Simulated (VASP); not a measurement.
TiO2, 6 atoms in the cell. The typed cell holds 6 atoms: a = 3.838 Å, b = 3.838 Å, c = 5.615 Å, α = 109.98°, β = 109.98°, γ = 90.00°.  This cell differs from its parent crystal: atoms shifted along a free coordinate.

| Property | Result |
| --- | --- |
| Program | VASP 6.6.1 |
| Task | single point |
| Functional | PBE |
| Potentials or basis | VASP PAW PBE potentials, release 64 (Ti_sv, O) |
| Cutoff | 520 eV |
| k mesh | 6 × 6 × 6 |
| Occupations | gaussian, width 0.05 eV |
| Spin | no spin polarisation |
| Hubbard terms | Ti d U = 4.0 eV |
| Dipole correction | no |
| Further INCAR settings | ALGO = Normal; EDIFF = 1e-07; NBANDS = 33 |

Potentials or basis: VASP PAW PBE potentials, release 64 (Ti_sv, O).

Command:

```console
$ cat potpaw_PBE.64/Ti_sv/POTCAR potpaw_PBE.64/O/POTCAR > POTCAR
$ mpirun -np 1 vasp_std > vasp.out
```

Hardware: 1 thread of Intel(R) Xeon(R) Platinum 8488C (Sapphire Rapids) (shared host).

Q: Estimate the wall time of this run.

A: Wall time 3.2 min on 1 thread of Intel(R) Xeon(R) Platinum 8488C (Sapphire Rapids) (shared host), peak memory 0.26 GiB. Counts: scf iterations 18, k points 68.
